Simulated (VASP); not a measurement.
Crystal: Si3Ge.

```
Si Ge
1.0
     3.57972    0.00000    0.00000
     0.00000    3.57972    0.00000
     0.00000    0.00000    5.06248
Si Ge
3 1
Direct
  0.00000 0.50000 0.75000
  0.50000 0.00000 0.25000
  0.50000 0.50000 0.50000
  0.00000 0.00000 0.00000
```

| Item | Value |
| --- | --- |
| Program | VASP 6.6.1 |
| Task | relaxation of cell and atoms |
| Functional | PBE |
| Potentials or basis | VASP PAW PBE potentials, release 64 (Si, Ge_d) |
| Cutoff | 500 eV |
| k mesh | 6 × 6 × 4 |
| Occupations | gaussian, width 0.1 eV |
| Spin | no spin polarisation |

At the start: pressure 38.1 GPa; volume 16.22 Å³/atom.

**Question.** Where does the relaxation end?

**Answer.** Over 8 steps the energy falls by 469.8 meV/atom and the volume is 21.18 Å³/atom (+30.6 %); space group P-4m2 (No. 115, to 0.1 Å) before and after.

Step by step:
| step | energy change (eV) | largest force (eV/Å) | pressure (GPa) | volume (Å³) |
| --- | --- | --- | --- | --- |
| 1 | 0.0000 | 0.7935 | 38.10 | 64.87 |
| 2 | -0.8110 | 0.0552 | -11.20 | 108.23 |
| 3 | -1.8773 | 0.1270 | -0.56 | 85.07 |
| 4 | -1.8782 | 0.1334 | -0.16 | 84.63 |
| 5 | -1.8779 | 0.1398 | 0.26 | 84.20 |
| 6 | -1.8789 | 0.0485 | 0.33 | 84.16 |
| 7 | -1.8790 | 0.0041 | 0.36 | 84.14 |
| 8 | -1.8793 | 0.0079 | -0.21 | 84.70 |

Final structure:
```cif
data_structure
_symmetry_space_group_name_H-M 'P 1'
_symmetry_Int_Tables_number 1
_cell_length_a 3.9164
_cell_length_b 3.9164
_cell_length_c 5.5225
_cell_angle_alpha 90.000
_cell_angle_beta 90.000
_cell_angle_gamma 90.000
_cell_volume 84.70
loop_
_atom_site_label
_atom_site_type_symbol
_atom_site_fract_x
_atom_site_fract_y
_atom_site_fract_z
_atom_site_occupancy
Si1 Si 0.00000 0.50000 0.74403 1
Si2 Si 0.50000 0.00000 0.25597 1
Si3 Si 0.50000 0.50000 0.50000 1
Ge1 Ge 0.00000 0.00000 0.00000 1
```

Caveat: the volume moved by over 15 % at a fixed basis, so the end points are rough.
